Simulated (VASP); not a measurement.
Here is a VASP 6.6.1 calculation.

Contents of INCAR:

```
SYSTEM = HfH2
  ALGO = Normal
  EDIFF = 1E-6
  ENCUT = 520
  GGA = PS
  ISIF = 2
  ISMEAR = 0
  LASPH = .True.
  LCHARG = .False.
  LREAL = .False.
  LWAVE = .False.
  NBANDS = 21
  NELM = 100
  PREC = Accurate
  SIGMA = 0.1
```

File KPOINTS:

```
k-points
0
Gamma
  10 10 8
  0 0 0
```

POSCAR

```
HfH2
1.0
    3.3603410458      0.0000000000      0.0000000000
    0.0000000000      3.3603410458      0.0000000000
    0.0000000000      0.0000000000      4.3139497228
Hf H
2 4
Direct
    0.0000000000      0.0000000000      0.0000000000
    0.5000000000      0.5000000000      0.5000000000
    0.0000000000      0.5000000000      0.2500000000
    0.5000000000      0.0000000000      0.2500000000
    0.5000000000      0.0000000000      0.7500000000
    0.0000000000      0.5000000000      0.7500000000
```

Potentials or basis: VASP PAW PBE potentials, release 64 (Hf_pv, H).

Command:

```bash
$ cat potpaw_PBE.64/Hf_pv/POTCAR potpaw_PBE.64/H/POTCAR > POTCAR
$ mpirun -np 1 vasp_std > vasp.out
```

Q: What does it give for the band gap on the k mesh?

A: Zero (bands 12 and 13 overlap by 0.88 eV).

Q: Estimate the pressure.

A: 7.3 GPa.

Stress tensor (GPa, compression positive):
```
8.70 0.00 0.00
0.00 8.70 0.00
0.00 0.00 4.65
```

Caveat: the cell differs from its parent crystal (biaxial strain in the a-b plane: -3.0 %); the cell stands under pressure; the PAW data sets were made with another functional, which shifts forces and pressure a little; spin-orbit coupling is left out, which moves the levels of the heavy elements.
